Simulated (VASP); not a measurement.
Runs of VASP 6.6.1 on Ti. The structure is that of space group P6/mmm (No. 191), or close to it. The cells are those of the table. 

```tsv
level	potentials or basis	cell	gap on the mesh (eV)	pressure (GPa)
r2SCAN	VASP PAW PBE potentials, release 64 (Ti_sv)	a = 4.568, b = 4.568, c = 2.823 Å, angles 90.0, 90.0, 120.0°, 3 atoms	none	0.4
r2SCAN+rVV10	VASP PAW PBE potentials, release 64 (Ti_sv)	a = 4.556, b = 4.556, c = 2.816 Å, angles 90.0, 90.0, 120.0°, 3 atoms	none	0.3
LDA	VASP PAW LDA potentials, release 64 (Ti_sv)	a = 4.450, b = 4.450, c = 2.770 Å, angles 90.0, 90.0, 120.0°, 3 atoms	none	(a)
PBEsol	VASP PAW PBE potentials, release 64 (Ti_sv)	a = 4.515, b = 4.515, c = 2.798 Å, angles 90.0, 90.0, 120.0°, 3 atoms	none	-0.2
```

Alike in all rows: task single point; no spin polarisation; k mesh 7 × 7 × 10; cutoff (eV) 520; smearing methfessel-paxton 0.1 eV.

Estimate the missing entries.

(a) -0.1.

Caveats: the PAW data sets were made with another functional, which shifts forces and pressure a little (some runs).

A gap of «none» marks levels without a gap at the run's occupations.
